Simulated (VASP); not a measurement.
# BN (P6_3/mmc) in VASP: a series of runs, part 2 of 2

VASP 6.6.1. The steps go on from the part before.

**5. Single point, PBE0**

File POSCAR:

```
BN
1.0
    2.4982400000      0.0000000000      0.0000000000
   -1.2491200000      2.1635393048      0.0000000000
    0.0000000000      0.0000000000      6.6357000000
N B
2 2
Direct
    0.6666666667      0.3333333333      0.2500000000
    0.3333333333      0.6666666667      0.7500000000
    0.6666666667      0.3333333333      0.7500000000
    0.3333333333      0.6666666667      0.2500000000
```

File INCAR.step1:

```
SYSTEM = BN
PREC = Accurate
ENCUT = 520
EDIFF = 1E-5
ISMEAR = -1
SIGMA = 0.05
LREAL = .FALSE.
LASPH = .TRUE.
NELM = 100
ALGO = Normal
ISIF = 2
LWAVE = .TRUE.
LCHARG = .FALSE.
NBANDS = 16
GGA = PE
```

File INCAR.step2:

```
SYSTEM = BN
PREC = Accurate
ENCUT = 520
EDIFF = 1E-6
ISMEAR = -1
SIGMA = 0.05
LREAL = .FALSE.
LASPH = .TRUE.
NELM = 100
ALGO = Normal
ISIF = 2
LWAVE = .FALSE.
LCHARG = .FALSE.
GGA = PE
LHFCALC = .TRUE.
AEXX = 0.25
PRECFOCK = Normal
NBANDS = 16
ISTART = 1
```

File KPOINTS:

```
Automatic mesh
0
G
  8 8 4
  0 0 0
```

Potentials or basis: VASP PAW PBE potentials, release 64 (N, B).

The run is started by

```console
$ cat potpaw_PBE.64/N/POTCAR potpaw_PBE.64/B/POTCAR > POTCAR
$ cp INCAR.step1 INCAR
$ mpirun -np 1 vasp_std > vasp.out
$ cp INCAR.step2 INCAR
$ mpirun -np 1 vasp_std > vasp.out
```

OUTCAR:

```text
SYSTEM = BN
   PREC = Accurate
   ENCUT = 520
   EDIFF = 1E-6
   ISMEAR = -1
   LREAL = .FALSE.
   LASPH = .TRUE.
   NELM = 100
   ISIF = 2
   GGA = PE
   LHFCALC = .TRUE.
   AEXX = 0.25
   PRECFOCK = Normal
   ISTART = 1

 ion  position               nearest neighbor table
   1  0.667  0.333  0.250-   4 1.44   4 1.44   4 1.44
   2  0.333  0.667  0.750-   3 1.44   3 1.44   3 1.44
   3  0.667  0.333  0.750-   2 1.44   2 1.44   2 1.44
   4  0.333  0.667  0.250-   1 1.44   1 1.44   1 1.44

  LATTYP: Found a hexagonal cell.
 ALAT       =     2.4982400000
 C/A-ratio  =     2.6561499296

  Lattice vectors:

 A1 = (   2.4982400000,   0.0000000000,   0.0000000000)
 A2 = (  -1.2491200000,   2.1635393048,   0.0000000000)
 A3 = (   0.0000000000,   0.0000000000,   6.6357000000)

Analysis of symmetry for initial positions (statically):
=====================================================================
 Subroutine PRICEL returns:
 Original cell was already a primitive cell.

 Routine SETGRP: Setting up the symmetry group for a
 hexagonal supercell.

 Subroutine GETGRP returns: Found 24 space group operations
 (whereof 12 operations were pure point group operations)
 out of a pool of 24 trial point group operations.

The static configuration has the point symmetry D_3d.
 The point group associated with its full space group is D_6h.

Analysis of symmetry for dynamics (positions and initial velocities):
=====================================================================
 Subroutine PRICEL returns:
 Original cell was already a primitive cell.

 Routine SETGRP: Setting up the symmetry group for a
 hexagonal supercell.

 Subroutine GETGRP returns: Found 24 space group operations
 (whereof 12 operations were pure point group operations)
 out of a pool of 24 trial point group operations.

The dynamic configuration has the point symmetry D_3d.
 The point group associated with its full space group is D_6h.

[... 131 lines left out ...]
   NKREDX  =     1    reduce k-point grid by
   NKREDY  =     1    reduce k-point grid by
   NKREDZ  =     1    reduce k-point grid by
   AEXX    =    0.2500 exact exchange contribution
   HFSCREEN=    0.0000 screening length (either q_TF or 0.3 A-1)
   HFSCREENC=   0.0000 screening length for correlation (either q_TF or 0.3 A-1)
   ENCUTFOCK=  -1.0 apply spherical cutoff to Coloumb kernel
   IVDW    =     0    specifies the selected vdW correction
   LEPSILON=     F    determine dielectric tensor
   LRPA    =     F    only Hartree local field effects (RPA)
 non-spin polarized calculation
  energy-cutoff  :      520.00
  volume of cell :       35.87
 maximum number of plane-waves:       985
 NGX is ok and might be reduce to    20
  NGX = 14; NGY = 14; NGZ = 40

 number of electron      15.9999997 magnetization

 Free energy of the ion-electron system (eV)
  ---------------------------------------------------
  ext. energy  EPLUGINS =         0.00000000
  ---------------------------------------------------
  free energy    TOTEN  =       -42.68545871 eV

  energy without entropy =      -42.68545871  energy(sigma->0) =      -42.68545871

 E-fermi :   2.1725     XC(G=0):  -7.9503

 val. band max:        1.1150775748   @ k =   0.3750   0.2500   0.0000
 cond. band min:       7.4536481468   @ k =   0.5000   0.0000   0.0000
 fundamental gap:      6.3385705720
 Fermi energy:         2.1724618145

 k-point     1 :       0.0000    0.0000    0.0000
  band No.  band energies     occupation
      1     -18.5746      2.00000
      2     -18.2614      2.00000
      3      -5.7684      2.00000
      4      -3.4414      2.00000
      5      -0.4742      2.00000
      6      -0.4742      2.00000
[... 433 lines left out ...]
      3      -7.3985      2.00000
      4      -7.3985      2.00000
      5      -3.1654      2.00000
      6      -3.1654      2.00000
[... 8 lines left out ...]
     15      21.3686      0.00000
     16      21.3686      0.00000

 [... further k-points ...]

------------------------ aborting loop because EDIFF is reached ----------------------------------------

  FORCE on cell =-STRESS in cart. coord.  units (eV):
  Direction    XX          YY          ZZ          XY          YZ          ZX
  --------------------------------------------------------------------------------------
  -------------------------------------------------------------------------------------
  Total       -0.1689546     -0.1689546      0.4629300      0.0000000     -0.0000000      0.0000000
  in kB       -7.5473582     -7.5473582     20.6795106      0.0000000     -0.0000000      0.0000000
  external PRESSURE =       1.8615980 kB  Pullay stress =       0.0000000 kB

 VOLUME and BASIS-vectors are now :
 -----------------------------------------------------------------------------
  energy-cutoff  :      520.00
  volume of cell :       35.87
      direct lattice vectors                 reciprocal lattice vectors
     2.498240000  0.000000000  0.000000000     0.400281798  0.231102804  0.000000000
    -1.249120000  2.163539305  0.000000000     0.000000000  0.462205608  0.000000000
     0.000000000  0.000000000  6.635700000     0.000000000  0.000000000  0.150700002

 POSITION                                       TOTAL-FORCE (eV/Angst)
 -----------------------------------------------------------------------------------
      1.24912      0.72118      1.65892        -0.000000      0.000000      0.000000
     -0.00000      1.44236      4.97677        -0.000000     -0.000000     -0.000000
      1.24912      0.72118      4.97677         0.000000      0.000000      0.000000
     -0.00000      1.44236      1.65892         0.000000      0.000000     -0.000000
 -----------------------------------------------------------------------------------
    total drift:                                0.000000      0.000000     -0.000000

  FREE ENERGIE OF THE ION-ELECTRON SYSTEM (eV)
  ---------------------------------------------------
  free  energy   TOTEN  =       -42.6854587130 eV

  energy  without entropy=      -42.6854587129  energy(sigma->0) =      -42.68545871
```

OUTCAR.step1:

```text
SYSTEM = BN
   PREC = Accurate
   ENCUT = 520
   EDIFF = 1E-5
   ISMEAR = -1
   LREAL = .FALSE.
   LASPH = .TRUE.
[... 687 lines left out ...]
     -0.00000      1.44236      4.97677         0.000000      0.000000      0.000000
      1.24912      0.72118      4.97677         0.000000      0.000000      0.000000
     -0.00000      1.44236      1.65892        -0.000000     -0.000000      0.000000
 -----------------------------------------------------------------------------------
    total drift:                                0.000000     -0.000000      0.000000

  FREE ENERGIE OF THE ION-ELECTRON SYSTEM (eV)
  ---------------------------------------------------
  free  energy   TOTEN  =       -35.1467972812 eV

  energy  without entropy=      -35.1467972812  energy(sigma->0) =      -35.14679728
```

Run time: 46 min. Hardware: 1 thread of Oxide Virtual Turin-like, shared host; peak memory 0.14 GiB.

Results:

```
Free energy            : -42.6855 eV
Pressure               : 0.2 GPa
Band gap on the k mesh : 6.34 eV (least direct gap 6.84 eV)
```

Stress tensor (GPa, compression positive):
```
-0.75  0.00  0.00
 0.00 -0.75  0.00
 0.00  0.00  2.07
```

Caveat: the PAW data sets were made with another functional, which shifts forces and pressure a little; this functional lacks dispersion, which binds the layers, so the pressure and a relaxed spacing across them are unreliable.

**6. Summary**

| task | level | potentials or basis | cell | k mesh | cutoff (eV) | grid for exact exchange (PRECFOCK) | share of exact exchange | gap on the mesh (eV) | pressure (GPa) | relaxed volume (Å³/atom) |
| --- | --- | --- | --- | --- | --- | --- | --- | --- | --- | --- |
| relaxation of cell and atoms | LDA | VASP PAW LDA potentials, release 64 (N, B) | relaxed | 12 × 12 × 4 | 600 | - | - | 4.03 | 0.1 | 8.64 |
| relaxation of cell and atoms | revPBE+D4 | VASP PAW PBE potentials, release 64 (N, B) | relaxed | 12 × 12 × 4 | 600 | - | - | 4.17 | 0.0 | 8.26 |
| single point | r2SCANh | VASP PAW PBE potentials, release 64 (N, B) | as given | 6 × 6 × 2 | 520 | Normal | 0.1 | 5.63 | 0.1 | - |
| single point | PBE0 | VASP PAW PBE potentials, release 64 (N, B) | as given | 8 × 8 × 4 | 520 | Normal | 0.25 | 6.34 | 0.2 | - |

Alike in all rows: no spin polarisation; smearing fermi-dirac 0.05 eV.

Caveats: some runs use coarse meshes; the PAW data sets were made with another functional, which shifts forces and pressure a little (at least some runs); this functional lacks dispersion, which binds the layers, so the pressure and a relaxed spacing across them are unreliable (at least some runs).

Absolute energies hang on the potentials; compare differences alone.
